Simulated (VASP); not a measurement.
A run of VASP 6.6.1 is set up as follows.

File INCAR:

```
ALGO = Fast
EDIFF = 1E-6
ENCUT = 520
GGA = PS
ISIF = 2
ISMEAR = 0
LASPH = True
LCHARG = True
LELF = True
LREAL = False
LVHAR = True
LWAVE = False
NBANDS = 18
NELM = 100
PREC = Accurate
SIGMA = 0.1
```

The input KPOINTS:

```
k-points
0
Gamma
  14 14 14
```

Contents of POSCAR:

```
ScAl3
1.0
    4.3155765331      0.0000000000      0.0000000000
    0.0000000000      4.0102291369      0.0000000000
    0.0000000000      0.0000000000      4.0102291369
Sc Al
1 3
Direct
    0.0000000000      0.0000000000      0.0000000000
    0.5000000000      0.0000000000      0.5000000000
    0.0000000000      0.5000000000      0.5000000000
    0.5000000000      0.5000000000      0.0000000000
```

Potentials or basis: VASP PAW PBE potentials, release 64 (Sc_sv, Al).

Run with:

```bash
$ cat potpaw_PBE.64/Sc_sv/POTCAR potpaw_PBE.64/Al/POTCAR > POTCAR
$ mpirun -np 1 vasp_std > vasp.out
```

(1) What does it give for the pressure?

(2) Estimate the band gap on the k mesh.

Results:

(1) -1.9 GPa.

(2) zero (bands 10 and 11 overlap by 3.93 eV).

Caveat: the cell differs from its parent crystal (uniaxial strain along a: +6.0 %); the PAW data sets were made with another functional, which shifts forces and pressure a little.
